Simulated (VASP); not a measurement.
# BeSO (P4/mmm) in VASP: a series of runs, part 2 of 2

VASP 6.6.1.

### Step 3. Single point, PBE

This run uses another cell than the first one, of 16.29 Å³/atom, 1.163 times its volume.

The input, INCAR:

```
PREC = Accurate
ENCUT = 600
EDIFF = 1E-6
ISMEAR = 0
SIGMA = 0.1
LREAL = False
LASPH = True
NELM = 120
ALGO = Normal
ISIF = 2
LWAVE = False
LCHARG = False
GGA = PE
NBANDS = 14
GGA_COMPAT = False
```

The input, KPOINTS:

```
regular mesh
0
Gamma
  6 6 4
```

The input, POSCAR:

```
BeSO
1.0
    3.3353596700      0.0000000000      0.0000000000
    0.0000000000      3.3353596700      0.0000000000
    0.0000000000      0.0000000000      4.3920845300
Be S O
1 1 1
Direct
    0.0000000000      0.0000000000      0.5000000000
    0.0000000000      0.0000000000      0.0000000000
    0.5000000000      0.5000000000      0.0000000000
```

Potentials or basis: VASP PAW PBE potentials, release 64 (Be, S, O).

Started as:

```sh
cat potpaw_PBE.64/Be/POTCAR potpaw_PBE.64/S/POTCAR potpaw_PBE.64/O/POTCAR > POTCAR
mpirun -np 1 vasp_std > vasp.out
```

OUTCAR:

```text
PREC = Accurate
   ENCUT = 600
   EDIFF = 1E-6
   ISMEAR = 0
   LREAL = False
   LASPH = True
   NELM = 120
   ISIF = 2
   GGA = PE

 ion  position               nearest neighbor table
   1  0.000  0.000  0.500-   2 2.20   2 2.20
   2  0.000  0.000  0.000-   1 2.20   1 2.20   3 2.36   3 2.36   3 2.36   3 2.36
   3  0.500  0.500  0.000-   2 2.36   2 2.36   2 2.36   2 2.36

  LATTYP: Found a simple tetragonal cell.
 ALAT       =     3.3353596700
 C/A-ratio  =     1.3168248599

  Lattice vectors:

 A1 = (   3.3353596700,   0.0000000000,   0.0000000000)
[... 590 lines left out ...]
     11       7.9541      0.00000
     12       8.2575      0.00000
     13      14.1782      0.00000
     14      15.3832      0.00000

 [... further k-points ...]
[... 5 lines left out ...]
  --------------------------------------------------------------------------------------
  -------------------------------------------------------------------------------------
  Total       -2.2018403     -2.2018403     -7.0628296      0.0000000      0.0000000      0.0000000
  in kB      -72.2005261    -72.2005261   -231.5971848      0.0000000      0.0000000      0.0000000
  external PRESSURE =    -125.3327456 kB  Pullay stress =       0.0000000 kB

 VOLUME and BASIS-vectors are now :
 -----------------------------------------------------------------------------
  energy-cutoff  :      600.00
  volume of cell :       48.86
      direct lattice vectors                 reciprocal lattice vectors
     3.335359670  0.000000000  0.000000000     0.299817740  0.000000000  0.000000000
     0.000000000  3.335359670  0.000000000     0.000000000  0.299817740  0.000000000
     0.000000000  0.000000000  4.392084530     0.000000000  0.000000000  0.227682321

 POSITION                                       TOTAL-FORCE (eV/Angst)
 -----------------------------------------------------------------------------------
      0.00000      0.00000      2.19604         0.000000      0.000000      0.000000
      0.00000      0.00000      0.00000         0.000000      0.000000      0.000000
      1.66768      1.66768      0.00000         0.000000      0.000000      0.000000
 -----------------------------------------------------------------------------------
    total drift:                                0.000000      0.000000     -0.000000

  FREE ENERGIE OF THE ION-ELECTRON SYSTEM (eV)
  ---------------------------------------------------
  free  energy   TOTEN  =       -10.5380187335 eV

  energy  without entropy=      -10.5250549785  energy(sigma->0) =      -10.53153686
```

stdout:

```text
POSCAR found type information on POSCAR BeS O
 POSCAR found :  3 types and       3 ions
 scaLAPACK will be used
 LDA part: xc-table for (Slater+PW92), standard interpolation
 POSCAR, INCAR and KPOINTS ok, starting setup
 FFT: planning ... GRIDC
 FFT: planning ... GRID_SOFT
 FFT: planning ... GRID
 WAVECAR not read
 entering main loop
```

Run time: 10 s. Hardware: 1 thread of Intel Xeon 6975P-C (Granite Rapids), shared host; peak memory 0.17 GiB.

What came out:

```yaml
Free_energy: -10.5380 eV
Pressure: -12.5 GPa
Band_gap_on_the_k_mesh: zero (band 7 reaches 4.95 eV, above the bottom of band 8 at 1.90 eV)
```

Stress tensor (GPa, compression positive):
```
 -7.22   0.00   0.00
  0.00  -7.22   0.00
  0.00   0.00 -23.16
```

### Step 4. Relaxation of cell and atoms, PBE

This run uses another cell than the first one, of 16.29 Å³/atom, 1.163 times its volume.

The input, INCAR:

```
SYSTEM = BeSO
ALGO = Normal ; EDIFF = 1E-7
EDIFFG = -0.04 ; ENCUT = 600
GGA = PE ; GGA_COMPAT = .FALSE.
IBRION = 2 ; ISIF = 3
ISMEAR = 0 ; LASPH = .TRUE.
LCHARG = .FALSE. ; LREAL = .FALSE.
LWAVE = .FALSE. ; NELM = 120
NELMIN = 4 ; NSW = 90
PREC = Accurate ; SIGMA = 0.1
```

The input, KPOINTS:

```
k-points
0
G
  6 6 4
  0 0 0
```

POSCAR is that of step 3.

Started as:

```sh
cat potpaw_PBE.64/Be/POTCAR potpaw_PBE.64/S/POTCAR potpaw_PBE.64/O/POTCAR > POTCAR
mpirun -np 1 vasp_std > vasp.out
```

Run time: 45 s. Hardware: 1 thread of Intel Xeon 6975P-C (Granite Rapids), shared host; peak memory 0.18 GiB.

It converged, with:

```
Free energy                            : -11.2679 eV
Relaxed volume                         : 13.92 Å³/atom
Relaxed cell                           : a = 3.325 Å, b = 3.325 Å, c = 3.777 Å, α = 90.00°, β = 90.00°, γ = 90.00°
Space group after relaxing (to 0.05 Å) : P4/mmm (No. 123)
Energy gained by relaxing              : 243.3 meV/atom
Ionic steps                            : 8
Pressure after relaxing                : 0.0 GPa
Band gap on the k mesh                 : zero (band 7 reaches 5.90 eV, above the bottom of band 8 at 2.28 eV)
```

Stress tensor (GPa, compression positive):
```
 0.16  0.00  0.00
 0.00  0.16  0.00
 0.00  0.00 -0.37
```

The path:
| step | energy change (eV) | largest force (eV/Å) | pressure (GPa) | volume (Å³) |
| --- | --- | --- | --- | --- |
| 1 | 0.0000 | 0.0000 | -12.53 | 48.86 |
| 2 | -0.6692 | 0.0000 | 0.16 | 40.30 |
| 3 | -0.6759 | 0.0000 | 2.11 | 39.65 |
| 4 | -0.7149 | 0.0000 | 2.12 | 40.27 |
| 5 | -0.7192 | 0.0000 | 2.71 | 40.79 |
| 6 | -0.7217 | 0.0000 | 2.43 | 40.60 |
| 7 | -0.7288 | 0.0000 | -0.83 | 42.18 |
| 8 | -0.7299 | 0.0000 | -0.02 | 41.75 |

Final structure:
```
Be S O
1.0
     3.32464    0.00000    0.00000
     0.00000    3.32464    0.00000
     0.00000    0.00000    3.77698
Be S O
1 1 1
Direct
  0.00000 0.00000 0.50000
  0.00000 0.00000 0.00000
  0.50000 0.50000 0.00000
```

Levels at points of the mesh, in eV from the Fermi level:
```tsv
k point	band 3	band 4	band 5	band 6	band 7	band 8	band 9	band 10	band 11
(0.00, 0.00, 0.00)	-6.99	-4.97	-4.97	-1.70	-0.36	0.87	0.87	5.46	7.46
(0.50, 0.00, 0.00)	-6.29	-4.03	-3.04	-2.58	-2.41	-2.23	1.80	3.17	7.97
(0.50, 0.50, 0.00)	-7.38	-7.38	-5.95	-2.23	0.98	0.98	3.84	4.83	4.83
(0.00, 0.00, 0.50)	-8.33	-4.68	-4.68	-1.81	1.39	1.39	3.52	3.52	5.10
(0.50, 0.00, 0.50)	-7.01	-4.05	-2.98	-2.87	-2.47	-1.58	1.52	4.23	6.69
(0.50, 0.50, 0.50)	-6.88	-6.88	-6.24	-2.84	-0.04	-0.04	1.98	1.98	6.73
```

### Step 5. Overview

```tsv
task	cell	gap on the mesh (eV)	pressure (GPa)
single point	a = 3.335, b = 3.335, c = 3.777 Å, 3 atoms	none	-0.3
single point	a = 3.335, b = 3.335, c = 4.392 Å, 3 atoms	none	-12.5
relaxation of cell and atoms	relaxed from a = 3.335, b = 3.335, c = 4.392 Å, 3 atoms	none	0.0
```

Alike in all rows: level PBE; potentials or basis VASP PAW PBE potentials, release 64 (Be, S, O); no spin polarisation; k mesh 6 × 6 × 4; cutoff (eV) 600; smearing gaussian 0.1 eV.

Caveats: some runs use coarse meshes.

Absolute energies hang on the potentials; compare differences alone.
